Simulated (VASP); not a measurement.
# Tl (Pm-3m) in VASP: a series of runs

Tl is run at these levels: PBE; tasks: single point, relaxation of cell and atoms.

Program: VASP 6.6.1. These are calculated values, not measurements. Logs are shortened: lines on timing, memory, paths and dates and some standing lists are left out, and cuts for length are marked.

## 1. The cell of the first run

The structure is cubic, space group Pm-3m (No. 221). Conventional cell: a = 3.251 Å, b = 3.251 Å, c = 3.251 Å, α = 90.00°, β = 90.00°, γ = 90.00°. Tl (site symmetry m-3m) has 6 Tl at 3.25 Å within 4.3 Å.

## 2. Single point, PBE

INCAR reads:

```
  PREC = Accurate
  ENCUT = 520
  EDIFF = 1E-7
  ISMEAR = -1
  SIGMA = 0.05
  LREAL = False
  LASPH = True
  NELM = 100
  ALGO = Normal
  ISIF = 2
  LWAVE = False
  LCHARG = False
  GGA = PE
  NBANDS = 12
```

KPOINTS reads:

```
regular mesh
0
Gamma
  13 13 13
```

POSCAR reads:

```
Tl
1.0
    3.2511714794      0.0000000000      0.0000000000
    0.0000000000      3.2511714794      0.0000000000
    0.0000000000      0.0000000000      3.2511714794
Tl
1
Direct
    0.0000000000      0.0000000000      0.0000000000
```

Potentials or basis: VASP PAW PBE potentials, release 64 (Tl_d).

Launch:

```
> cat potpaw_PBE.64/Tl_d/POTCAR > POTCAR
> mpirun -np 1 vasp_std > vasp.out
```

OUTCAR:

```text
PREC = Accurate
   ENCUT = 520
   EDIFF = 1E-7
   ISMEAR = -1
   LREAL = False
   LASPH = True
   NELM = 100
   ISIF = 2
   GGA = PE

 ion  position               nearest neighbor table
   1  0.000  0.000  0.000-

  LATTYP: Found a simple cubic cell.
 ALAT       =     3.2511714794

  Lattice vectors:

 A1 = (   3.2511714794,   0.0000000000,   0.0000000000)
 A2 = (   0.0000000000,   3.2511714794,   0.0000000000)
 A3 = (   0.0000000000,   0.0000000000,   3.2511714794)

Analysis of symmetry for initial positions (statically):
=====================================================================
 Subroutine PRICEL returns:
 Original cell was already a primitive cell.

 Routine SETGRP: Setting up the symmetry group for a
 simple cubic supercell.

 Subroutine GETGRP returns: Found 48 space group operations
 (whereof 48 operations were pure point group operations)
 out of a pool of 48 trial point group operations.

The static configuration has the point symmetry O_h .

Analysis of symmetry for dynamics (positions and initial velocities):
=====================================================================
 Subroutine PRICEL returns:
 Original cell was already a primitive cell.

 Routine SETGRP: Setting up the symmetry group for a
 simple cubic supercell.

 Subroutine GETGRP returns: Found 48 space group operations
 (whereof 48 operations were pure point group operations)
 out of a pool of 48 trial point group operations.

The dynamic configuration has the point symmetry O_h .

 Subroutine INISYM returns: Found 48 space group operations
 (whereof 48 operations are pure point group operations),
 and found     1 'primitive' translations

----------------------------------------------------------------------------------------

                                     Primitive cell

  volume of cell :      34.3653

  direct lattice vectors                    reciprocal lattice vectors
     3.251171479  0.000000000  0.000000000     0.307581438  0.000000000  0.000000000
     0.000000000  3.251171479  0.000000000     0.000000000  0.307581438  0.000000000
     0.000000000  0.000000000  3.251171479     0.000000000  0.000000000  0.307581438

  length of vectors
     3.251171479  3.251171479  3.251171479     0.307581438  0.307581438  0.307581438

  position of ions in fractional coordinates (direct lattice)
     0.000000000  0.000000000  0.000000000

  ion indices of the primitive-cell ions
   primitive index   ion index
                 1           1

----------------------------------------------------------------------------------------

 KPOINTS: regular mesh

Automatic generation of k-mesh.
 Grid dimensions read from file:
 generate k-points for:   13   13   13

 Generating k-lattice:

  Cartesian coordinates                     Fractional coordinates (reciprocal lattice)
     0.023660111  0.000000000  0.000000000     0.076923077  0.000000000  0.000000000
     0.000000000  0.023660111  0.000000000     0.000000000  0.076923077  0.000000000
     0.000000000  0.000000000  0.023660111     0.000000000  0.000000000  0.076923077

  Length of vectors
     0.023660111  0.023660111  0.023660111

  Shift w.r.t. Gamma in fractional coordinates (k-lattice)
     0.000000000  0.000000000  0.000000000

 Subroutine IBZKPT returns following result:
 ===========================================

 Found     84 irreducible k-points:

 Following reciprocal coordinates:
            Coordinates               Weight
  0.000000  0.000000  0.000000      1.000000
  0.076923  0.000000  0.000000      6.000000
  0.153846  0.000000  0.000000      6.000000
  0.230769  0.000000  0.000000      6.000000
  0.307692  0.000000  0.000000      6.000000
  0.384615  0.000000  0.000000      6.000000
[... 16 lines left out ...]
  0.307692  0.307692  0.000000     12.000000
  0.384615  0.307692  0.000000     24.000000
 [... further k-points ...]
   k-points           NKPTS =     84   k-points in BZ     NKDIM =     84   number of bands    NBANDS=     12
   number of dos      NEDOS =    301   number of ions     NIONS =      1
   total plane-waves  NPLWV =  13824
   dimension x,y,z NGX =    24 NGY =   24 NGZ =   24
   dimension x,y,z NGXF=    48 NGYF=   48 NGZF=   48
   ions per type =               1
   NGX,Y,Z   is equivalent  to a cutoff of  12.27, 12.27, 12.27 a.u.
   NGXF,Y,Z  is equivalent  to a cutoff of  24.54, 24.54, 24.54 a.u.
 SYSTEM =  unknown system
   PREC   = accura    normal or accurate (medium, high low for compatibility)
   ISTART =      0    job   : 0-new  1-cont  2-samecut
   ICHARG =      2    charge: 1-file 2-atom 10-const
   ISPIN  =      1    spin polarized calculation?
   LNONCOLLINEAR =      F non collinear calculations
   LSORBIT =      F    spin-orbit coupling
   LASPH  =      T    aspherical Exc in radial PAW
   ENCUT  =  520.0 eV  38.22 Ry    6.18 a.u.   6.05  6.05  6.05*2*pi/ulx,y,z
   NELM   =    100;   NELMIN=  2; NELMDL= -5     # of ELM steps
   EDIFF  = 0.1E-06   stopping-criterion for ELM
   LREAL  =      F    real-space projection
   EDIFFG = 0.1E-05   stopping-criterion for IOM
   NSW    =      0    number of steps for IOM
   IBRION =     -1    ionic relax: 0-MD 1-quasi-New 2-CG
   NFREE  =      0    steps in history (QN), initial steepest desc. (CG)
   ISIF   =      2    stress and relaxation
   ISYM   =      2    0-nonsym 1-usesym 2-fastsym
   POTIM  = 0.5000    time-step for ionic-motion
   TEBEG  =    0.0;   TEEND  =   0.0 temperature during run
   PSTRESS=    0.0 pullay stress
   NELECT =      13.0000    total number of electrons
   NUPDOWN=      -1.0000    fix difference up-down
   EMIN   =  10.00;   EMAX   =-10.00  energy-range for DOS
   EFERMI =   0.00;   METHOD = LEGACY
   ISMEAR =    -1;   SIGMA  =   0.05  broadening in eV -4-tet -1-fermi 0-gaus
   EFERMI_NEDOS =   21; number of points for ismear=-14 and -15
   IALGO  =     38    algorithm
   IMIX   =      4    mixing-type and parameters
     AMIX     =   0.40;   BMIX     =  1.00
     AMIX_MAG =   1.60;   BMIX_MAG =  1.00
  volume/ion in A,a.u.               =      34.37       231.91
  Fermi-wavevector in a.u.,A,eV,Ry     =   1.183994  2.237424 19.073207  1.401841
  Thomas-Fermi vector in A             =   2.320217
   LORBIT       =      0    0 simple, 1 ext, 2 COOP (PROOUT), +10 PAW based schemes
   GGA     = PE    functional components
   LHFCALC =     F    Hartree Fock is set to
   AEXX    =    0.0000 exact exchange contribution
   IVDW    =     0    specifies the selected vdW correction
   LEPSILON=     F    determine dielectric tensor
   LRPA    =     F    only Hartree local field effects (RPA)
 non-spin polarized calculation
  energy-cutoff  :      520.00
  volume of cell :       34.37
 maximum number of plane-waves:       942
   NGX = 13   NGY = 13   NGZ = 13

 number of electron      12.9999998 magnetization

 Free energy of the ion-electron system (eV)
  ---------------------------------------------------
  ext. energy  EPLUGINS =         0.00000000
  ---------------------------------------------------
  free energy    TOTEN  =        -2.09098099 eV

  energy without entropy =       -2.08401362  energy(sigma->0) =       -2.08749731

 E-fermi :   4.9608     XC(G=0):  -9.2179

 val. band max:        4.9428973308   @ k =   0.4615   0.4615   0.1538
 cond. band min:       4.9835998609   @ k =   0.3077   0.0769   0.0769
 fundamental gap:      0.0407025301
 Fermi energy:         4.9608491107

 k-point     1 :       0.0000    0.0000    0.0000
  band No.  band energies     occupation
      1      -7.2109      2.00000
      2      -7.2109      2.00000
      3      -6.3445      2.00000
      4      -6.3445      2.00000
      5      -6.3445      2.00000
      6      -4.3843      2.00000
      7      11.3443      0.00000
      8      11.3443      0.00000
      9      11.3443      0.00000
     10      13.9774      0.00000
     11      15.6945      0.00000
     12      15.6945      0.00000

 k-point     2 :       0.0769    0.0000    0.0000
  band No.  band energies     occupation
      1      -7.2077      2.00000
      2      -7.1773      2.00000
      3      -6.3589      2.00000
      4      -6.3589      2.00000
      5      -6.3432      2.00000
      6      -4.2972      2.00000
      7      10.2494      0.00000
      8      11.4505      0.00000
      9      11.4505      0.00000
     10      14.4062      0.00000
     11      15.7226      0.00000
     12      16.5279      0.00000

 k-point     3 :       0.1538    0.0000    0.0000
  band No.  band energies     occupation
      1      -7.1986      2.00000
      2      -7.0871      2.00000
      3      -6.3989      2.00000
      4      -6.3989      2.00000
      5      -6.3398      2.00000
      6      -4.0314      2.00000
      7       8.3999      0.00000
      8      11.7594      0.00000
      9      11.7594      0.00000
     10      14.7413      0.00000
     11      15.8065      0.00000
     12      18.5439      0.00000

 k-point     4 :       0.2308    0.0000    0.0000
  band No.  band energies     occupation
      1      -7.1859      2.00000
      2      -6.9675      2.00000
      3      -6.4545      2.00000
      4      -6.4545      2.00000
      5      -6.3351      2.00000
      6      -3.5804      2.00000
      7       6.5318      0.00000
      8      12.2401      0.00000
      9      12.2401      0.00000
     10      15.0449      0.00000
     11      15.9439      0.00000
     12      20.9370      0.00000

 k-point     5 :       0.3077    0.0000    0.0000
  band No.  band energies     occupation
      1      -7.1723      2.00000
      2      -6.8500      2.00000
      3      -6.5126      2.00000
      4      -6.5126      2.00000
      5      -6.3300      2.00000
      6      -2.9541      2.00000
      7       4.7963      1.92821
      8      12.8342      0.00000
      9      12.8342      0.00000
     10      15.4224      0.00000
     11      16.1254      0.00000
     12      20.2630      0.00000

 k-point     6 :       0.3846    0.0000    0.0000
  band No.  band energies     occupation
      1      -7.1610      2.00000
      2      -6.7594      2.00000
      3      -6.5601      2.00000
      4      -6.5601      2.00000
      5      -6.3258      2.00000
      6      -2.2177      2.00000
      7       3.3058      2.00000
      8      13.4341      0.00000
      9      13.4341      0.00000
     10      15.8835      0.00000
     11      16.3227      0.00000
     12      19.1224      0.00000

 k-point     7 :       0.4615    0.0000    0.0000
  band No.  band energies     occupation
      1      -7.1546      2.00000
      2      -6.7108      2.00000
      3      -6.5866      2.00000
      4      -6.5866      2.00000
      5      -6.3234      2.00000
      6      -1.6003      2.00000
      7       2.3081      2.00000
      8      13.8471      0.00000
      9      13.8471      0.00000
     10      16.3290      0.00000
     11      16.4670      0.00000
     12      18.2640      0.00000

 k-point     8 :       0.0769    0.0769    0.0000
  band No.  band energies     occupation
      1      -7.1896      2.00000
      2      -7.1579      2.00000
      3      -6.3742      2.00000
      4      -6.3587      2.00000
      5      -6.3567      2.00000
      6      -4.2103      2.00000
      7      10.2293      0.00000
      8      10.4822      0.00000
      9      11.5571      0.00000
     10      14.8817      0.00000
     11      16.3255      0.00000
     12      16.7309      0.00000
[... 166 lines left out ...]
 k-point    20 :       0.3077    0.2308    0.0000
  band No.  band energies     occupation
      1      -7.0379      2.00000
      2      -6.6708      2.00000
      3      -6.6428      2.00000
      4      -6.4998      2.00000
      5      -6.4360      2.00000
      6      -2.2158      2.00000
      7       5.5972      0.00001
      8       7.9088      0.00000
      9      13.7825      0.00000
     10      14.6832      0.00000
     11      16.3347      0.00000
     12      20.2244      0.00000

 k-point    21 :       0.3846    0.2308    0.0000
  band No.  band energies     occupation
      1      -7.0199      2.00000
      2      -6.7300      2.00000
      3      -6.5461      2.00000
      4      -6.5350      2.00000
      5      -6.4309      2.00000
      6      -1.5124      2.00000
      7       4.1075      2.00000
      8       8.5320      0.00000
      9      13.4623      0.00000
     10      14.4164      0.00000
     11      16.7389      0.00000
     12      19.3761      0.00000

 k-point    22 :       0.4615    0.2308    0.0000
  band No.  band energies     occupation
      1      -7.0107      2.00000
      2      -6.7630      2.00000
      3      -6.5721      2.00000
      4      -6.4756      2.00000
      5      -6.4280      2.00000
      6      -0.9264      2.00000
      7       3.1230      2.00000
      8       9.0188      0.00000
      9      12.6729      0.00000
     10      14.8634      0.00000
     11      17.1053      0.00000
     12      18.7621      0.00000

 k-point    23 :       0.3077    0.3077    0.0000
  band No.  band energies     occupation
      1      -7.0008      2.00000
      2      -6.7517      2.00000
      3      -6.5029      2.00000
      4      -6.4962      2.00000
      5      -6.4888      2.00000
      6      -1.6382      2.00000
      7       6.0452      0.00000
      8       6.2630      0.00000
      9      13.2625      0.00000
     10      14.4184      0.00000
     11      16.7115      0.00000
     12      19.8839      0.00000

 k-point    24 :       0.3846    0.3077    0.0000
  band No.  band energies     occupation
      1      -6.9775      2.00000
      2      -6.8168      2.00000
      3      -6.5386      2.00000
      4      -6.4865      2.00000
      5      -6.3842      2.00000
      6      -0.9537      2.00000
      7       4.6468      1.99626
      8       6.7615      0.00000
      9      12.0733      0.00000
     10      15.0734      0.00000
     11      17.1556      0.00000
     12      19.3124      0.00000

 [... further k-points ...]
[... 5 lines left out ...]
  --------------------------------------------------------------------------------------
  -------------------------------------------------------------------------------------
  Total       -0.0112246     -0.0112246     -0.0112246      0.0000000      0.0000000     -0.0000000
  in kB       -0.5233146     -0.5233146     -0.5233146      0.0000000      0.0000000     -0.0000000
  external PRESSURE =      -0.5233146 kB  Pullay stress =       0.0000000 kB

 VOLUME and BASIS-vectors are now :
 -----------------------------------------------------------------------------
  energy-cutoff  :      520.00
  volume of cell :       34.37
      direct lattice vectors                 reciprocal lattice vectors
     3.251171479  0.000000000  0.000000000     0.307581438  0.000000000  0.000000000
     0.000000000  3.251171479  0.000000000     0.000000000  0.307581438  0.000000000
     0.000000000  0.000000000  3.251171479     0.000000000  0.000000000  0.307581438

 POSITION                                       TOTAL-FORCE (eV/Angst)
 -----------------------------------------------------------------------------------
      0.00000      0.00000      0.00000         0.000000      0.000000      0.000000
 -----------------------------------------------------------------------------------
    total drift:                                0.000000     -0.000000      0.000000

  FREE ENERGIE OF THE ION-ELECTRON SYSTEM (eV)
  ---------------------------------------------------
  free  energy   TOTEN  =        -2.0909809927 eV

  energy  without entropy=       -2.0840136178  energy(sigma->0) =       -2.08749731
```

Wall time 6.5 s (1 thread of Intel Xeon 6975P-C (Granite Rapids), shared host); peak memory 0.16 GiB.

Results:

```
Free energy : -2.0910 eV
Pressure    : -0.1 GPa
```

Caveat: spin-orbit coupling is left out, which moves the levels of the heavy elements.

(Continued in part 2 of 2.)
